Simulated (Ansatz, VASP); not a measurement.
Two plane-wave programs on LiF

```
Li F
1.0
     3.19902    0.00000    0.00000
    -1.59951    2.77043    0.00000
     0.00000    0.00000    4.86762
Li F
2 2
Direct
  0.33333 0.66667 0.38107
  0.66667 0.33333 0.88107
  0.33333 0.66667 0.99393
  0.66667 0.33333 0.49393
```

Alike in both runs: task single point; functional PBE; k mesh 9 × 9 × 6; occupations gaussian, width 0.05 eV; no spin polarisation.

|  | VASP | Ansatz |
| --- | --- | --- |
| version | VASP 6.6.1 | Ansatz 0.2.0 |
| potentials or method | VASP PAW PBE potentials, release 64 (Li_sv, F), cutoff 520 eV | scalar-relativistic, plane waves, PAW |
| valence electrons in the cell | 20 | 20 |

Ansatz gave:

- gap on the k mesh at the Fermi level (eV): 7.37
- least direct gap on the mesh (eV): 7.37
- rms of the force components (eV/Å): 0.044

Estimate VASP's values.

gap on the k mesh at the Fermi level (eV): 7.36; least direct gap on the mesh (eV): 7.36; rms of the force components (eV/Å): 0.046.

Atom by atom the forces differ by 0.002 eV/Å (rms over components). With one functional, cell and mesh, what is left measures potentials, basis and numerics.

Noted on VASP's run: the cutoff is short for stress, so the pressure is rough.
